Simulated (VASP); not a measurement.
Here is a VASP 6.6.1 calculation.

INCAR

```
PREC     = Accurate       # precision mode
ENCUT    = 520            # plane-wave cutoff, eV
EDIFF    = 1E-6           # SCF threshold, eV
ISMEAR   = 0              # smearing method
SIGMA    = 0.1            # smearing width, eV
LREAL    = F              # projectors in reciprocal space
LASPH    = T              # aspherical terms in the spheres
NELM     = 100            # most SCF steps
ALGO     = Normal         # electronic algorithm
ISIF     = 2              # what is computed and relaxed
LWAVE    = F              # write WAVECAR
LCHARG   = T              # write CHGCAR
GGA      = PE             # functional
LELF     = T              # ELF
LVHAR    = T            
NBANDS   = 12             # bands
```

KPOINTS

```
Automatic mesh
0
Gamma
  18 18 18
```

Contents of POSCAR:

```
Nb
1.0
   -1.6555580006      1.6555580006      1.6555580006
    1.6555580006     -1.6555580006      1.6555580006
    1.6555580006      1.6555580006     -1.6555580006
Nb
1
Direct
    0.0000000000      0.0000000000      0.0000000000
```

Potentials or basis: VASP PAW PBE potentials, release 64 (Nb_sv).

Launch:

```sh
$ cat potpaw_PBE.64/Nb_sv/POTCAR > POTCAR
$ mpirun -np 1 vasp_std > vasp.out
```

Task: What does it give for the band gap on the k mesh?

Result: Zero (an odd number of electrons rules out a gap without spin polarisation).

Task: Estimate the pressure.

Result: -0.3 GPa.
